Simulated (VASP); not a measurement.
A run of VASP 6.6.1:

The input INCAR:

```
SYSTEM = MgO
PREC     = Accurate       ! precision mode
ENCUT    = 520            ! plane-wave cutoff, eV
EDIFF    = 1E-6           ! SCF threshold, eV
ISMEAR   = 0              ! smearing method
SIGMA    = 0.05           ! smearing width, eV
LREAL    = .FALSE.        ! projectors in reciprocal space
LASPH    = .TRUE.         ! aspherical terms in the spheres
NELM     = 100            ! most SCF steps
ALGO     = Normal         ! electronic algorithm
ISIF     = 2              ! what is computed and relaxed
LWAVE    = .FALSE.        ! write WAVECAR
LCHARG   = .FALSE.        ! write CHGCAR
GGA      = PS             ! functional
NBANDS   = 16             ! bands
```

File KPOINTS:

```
regular mesh
0
G
  8 8 6
  0 0 0
```

Contents of POSCAR:

```
MgO
1.0
    0.0000000000     -2.1351500000     -2.1351500000
    0.0000000000      2.1351500000     -2.1351500000
    4.2703000000      0.0000000000      0.0000000000
Mg O
2 2
Direct
    0.4560920778      0.5439079222      0.5000000000
    0.0439079222     -0.0439079222      0.0000000000
    0.5198562043      0.4801437957      0.0000000000
   -0.0198562043      0.0198562043      0.5000000000
```

Potentials or basis: VASP PAW PBE potentials, release 64 (Mg, O).

Launch:

```bash
$ cat potpaw_PBE.64/Mg/POTCAR potpaw_PBE.64/O/POTCAR > POTCAR
$ mpirun -np 1 vasp_std > vasp.out
```

Hardware: 1 thread of AMD EPYC 7R13, on a shared host.

**Question.** Estimate the wall time of this run.

**Answer.** It took 64 s on 1 thread of AMD EPYC 7R13, with other jobs on the host, peak memory 0.15 GiB. Counts: scf iterations 12, k points 84.
